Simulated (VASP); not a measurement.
# H23NO10 in VASP: a series of runs, part 2 of 2

VASP 6.6.1. Earlier steps stand in the parts before.

## (4) Single point, PBE+D3(BJ)

Contents of INCAR:

```
  PREC = Accurate
  ENCUT = 520
  EDIFF = 1E-6
  ISMEAR = -1
  SIGMA = 0.02
  LREAL = Auto
  LASPH = T
  NELM = 60
  ALGO = Normal
  ISIF = 2
  LWAVE = F
  LCHARG = F
  GGA = PE
  IVDW = 12
  NBANDS = 67
```

Contents of KPOINTS:

```
Automatic mesh
0
Gamma
  1 1 1
```

Contents of POSCAR:

```
H23NO10
1.0
    7.6099360000      0.0000000000      0.0000000000
    0.0000000000      7.6099360000      0.0000000000
    0.0000000000      0.0000000000      7.6099360000
O H N
10 23 1
Direct
    0.3667047923      0.0820769058      0.7715045173
    0.5632241848      0.2685699328      1.0619143183
    0.7532520641      0.9983789614      0.2845359015
    0.5950509965      0.6369961587      0.9388252411
    0.3972438139      0.1071888121      0.4114226453
   -0.3059946890      0.8059200498      0.5885594833
    0.3125781873      0.4744717958      0.1757439222
    0.2397786263      0.7251834969      0.8504539329
    0.2056127673      0.5901100877      0.5547221422
    0.8859338633      0.3332748133      0.5779680670
    0.2583333158      0.0348754576      0.8310450968
    0.3711463539      0.0111039042      0.6704129969
    0.6738164421      0.2005273106      1.0531363207
    0.5107533099      0.1854417698      0.9767887667
    0.6745917443      1.0233726013      0.3737613562
    0.7314253366      0.8631084414      0.2446012687
    0.4924745753      0.5590585782      0.9337660658
    0.6933698260      0.5617130026      0.8891270570
    0.3054690604      0.0298688452      0.3698717046
    0.3610148627      0.1634967758      0.2885963824
   -0.1961777340      0.8816631309      0.6140787518
   -0.3824736502      0.8370635443      0.6871148456
    0.4204371758      0.4502008953      0.1114464038
    0.2521308983      0.3990966547      0.1156514325
    0.2706198843      0.7131991649      0.9881554851
    0.1246396816      0.7526344505      0.8968932196
    0.1971238654      0.5072053168      0.4443401364
    0.3291617696      0.5632110441      0.6008986147
    0.9684706941      0.4438013671      0.5724095446
    0.8440544047      0.2867041195      0.4714362907
    0.1525637009      0.8712819661      0.1972027097
    0.0794093406      0.7933969484      0.3679794416
    0.0063995282      0.9888256616      0.2732086052
    0.1026289840      0.9205465066      0.3147858274
```

Launch:

```bash
> cat potpaw_PBE.64/O/POTCAR potpaw_PBE.64/H/POTCAR potpaw_PBE.64/N/POTCAR > POTCAR
> mpirun -np 1 vasp_gam > vasp.out
```

Wall time 81 s (1 thread of Intel Xeon Platinum 8259CL at 2.50GHz (Skylake/Cascade Lake), shared host); peak memory 0.51 GiB.

It converged, with:

```
Free energy                : -161.0955 eV
Pressure                   : -0.2 GPa
Largest force              : 8.347 eV/Å
Band gap on the k mesh     : 3.29 eV
Dispersion energy per atom : -0.026 eV
```

Forces on the atoms (eV/Å):
```
O   -1.348  0.600  2.770
O    0.769 -1.710 -1.242
O    1.685 -3.555 -3.918
O    1.237 -0.900 -0.603
O   -0.268  2.005 -3.466
O    1.879  1.448  0.759
O    3.533  5.086  3.334
O    0.459  0.127  4.774
O    1.085 -2.302 -2.063
O    1.883  2.310  2.430
H    1.329  0.411 -0.640
H    0.227 -0.691 -1.765
H    0.268  0.827  1.142
H   -1.109  0.500 -0.356
H   -2.474  0.155  1.962
H    0.235  3.670  1.410
H    0.522  0.306 -0.337
H   -1.417  0.880  0.571
H   -1.558 -2.422  1.362
H    2.159  0.518  2.429
H   -1.858 -1.310 -0.574
H    0.001 -0.278  0.081
H    1.350  0.180  0.865
H   -5.354 -5.167 -3.782
H    0.879 -0.210 -2.818
H   -1.532  0.131 -1.314
H    0.687  1.612  2.011
H   -1.984  0.373 -0.674
H   -1.640 -2.380 -0.495
H   -0.145  0.069 -1.717
H    0.359  0.511  0.212
H   -0.510  1.806  0.244
H   -3.515  1.428 -0.268
N    4.167 -4.028 -0.322
```

Stress tensor (GPa, compression positive):
```
 1.74  0.02  0.00
 0.02 -1.71 -0.12
 0.00 -0.12 -0.59
```

Levels at points of the mesh, in eV from the valence-band top:
| k point | band 42 | band 43 | band 44 | band 45 | band 46 | band 47 |
| --- | --- | --- | --- | --- | --- | --- |
| (0.00, 0.00, 0.00) | -0.44 | -0.41 | 0.00 | 3.29 | 5.60 | 5.75 |

Caveat: the k points lie up to 0.83 Å⁻¹ apart.

## (5) Single point, PBE+D3(BJ)

Contents of INCAR:

```
SYSTEM = H23NO10
  ALGO = Normal
  EDIFF = 1E-6
  ENCUT = 520
  GGA = PE
  ISIF = 2
  ISMEAR = -1
  IVDW = 12
  LASPH = .True.
  LCHARG = .True.
  LELF = .True.
  LREAL = Auto
  LVHAR = .True.
  LWAVE = .False.
  NBANDS = 67
  NELM = 80
  PREC = Accurate
  SIGMA = 0.02
```

Contents of KPOINTS:

```
k-points
0
Gamma
  1 1 1
  0 0 0
```

Contents of POSCAR:

```
H23NO10
1.0
    7.6099360000      0.0000000000      0.0000000000
    0.0000000000      7.6099360000      0.0000000000
    0.0000000000      0.0000000000      7.6099360000
O H N
10 23 1
Direct
    0.4455490821      0.1497253065      0.7570234493
    0.5677183093      0.3130249716      1.0438721167
    0.6921477395      0.8324248719      0.2260202977
    0.6822659218      0.6336189950      0.9830043249
    0.3866918197     -0.0393958635      0.3739716076
   -0.2174919737      0.8273262745      0.7151177093
    0.3335507684      0.5313185288      0.1865718713
    0.2038650522      0.7917543590      0.9622551359
    0.1600670492      0.5460229889      0.4885323609
    0.7821484964      0.3885972234      0.5148794944
    0.4372441503      0.0335613861      0.7669841113
    0.3654564243      0.2277548721      0.6829229576
    0.5777840970      0.1819331989      1.0603242918
    0.5790324649      0.2981496822      0.9145806220
    0.5880995583      0.8400070644      0.2899235946
    0.7461955002      0.7245921648      0.2925780191
    0.5860627474      0.7092569504      0.9852908093
    0.6707677962      0.5175339188      1.0481691305
    0.2672952834      0.0200790125      0.2982679486
    0.4512258710      0.0854540695      0.3880058912
   -0.2637998532      0.7266946792      0.6371275659
   -0.2613556803      0.7595070445      0.8214917970
    0.3635641614      0.4388735989      0.1008418468
    0.3332879541      0.6379160088      0.1230627958
    0.0966368180      0.8697707839      0.9173138907
    0.2607906295      0.7755255760      0.8487982028
    0.2589246480      0.6344994229      0.5213315854
    0.2255078098      0.4916598510      0.3968495924
    0.8426220667      0.4835520299      0.5963256458
    0.9040943314      0.3493984706      0.4936178175
    0.0235087391      0.9909018946      0.1632733836
    0.1070836864      0.8179569447      0.2527616527
   -0.0429701380      0.8934503523      0.3574537289
    0.0777930327      0.9472352987      0.2751534310
```

Launch:

```bash
> cat potpaw_PBE.64/O/POTCAR potpaw_PBE.64/H/POTCAR potpaw_PBE.64/N/POTCAR > POTCAR
> mpirun -np 1 vasp_gam > vasp.out
```

Wall time 97 s (1 thread of Intel Xeon Platinum 8259CL at 2.50GHz (Skylake/Cascade Lake), shared host); peak memory 0.51 GiB.

It converged, with:

```
Free energy                : -160.8343 eV
Pressure                   : -1.1 GPa
Largest force              : 7.599 eV/Å
Band gap on the k mesh     : 3.16 eV
Dispersion energy per atom : -0.026 eV
```

Forces on the atoms (eV/Å):
```
O    0.222  7.554 -0.794
O    0.612 -2.227 -0.796
O    3.424 -2.028  1.294
O    2.171 -2.793 -1.133
O    0.239  5.068 -1.114
O   -1.509 -2.555 -0.661
O    0.071 -1.728  0.555
O   -2.213  2.090 -1.751
O    1.417  2.188  2.207
O    2.587  2.243  1.949
H   -1.181 -5.052 -0.567
H    0.947 -2.417  1.039
H   -0.116  1.200  0.880
H   -0.395  0.577 -0.004
H   -2.844  0.977  1.384
H   -0.788  1.913 -1.777
H   -1.812  0.680  1.164
H   -0.574  1.311 -0.702
H    1.381 -2.407  2.091
H   -0.903 -3.137  0.075
H    0.931  1.945  0.324
H    1.119  0.652  0.000
H    0.263  0.200  0.426
H   -0.403  1.366 -0.674
H    2.110 -1.852  1.178
H    0.138 -0.310 -0.081
H   -2.067 -1.241 -0.319
H    0.448 -0.740 -1.779
H   -1.978 -1.223 -1.097
H   -0.519 -0.872 -0.843
H   -0.760  0.141 -0.618
H    0.993  0.007 -0.687
H    2.385  2.559 -1.561
N   -3.394 -2.087  2.391
```

Stress tensor (GPa, compression positive):
```
-1.36 -1.28 -2.18
-1.28 -2.68  2.57
-2.18  2.57  0.79
```

Levels at points of the mesh, in eV from the valence-band top:
```tsv
k point	band 42	band 43	band 44	band 45	band 46	band 47
(0.00, 0.00, 0.00)	-0.74	-0.20	0.00	3.16	5.41	5.64
```

Caveat: the k points lie up to 0.83 Å⁻¹ apart.
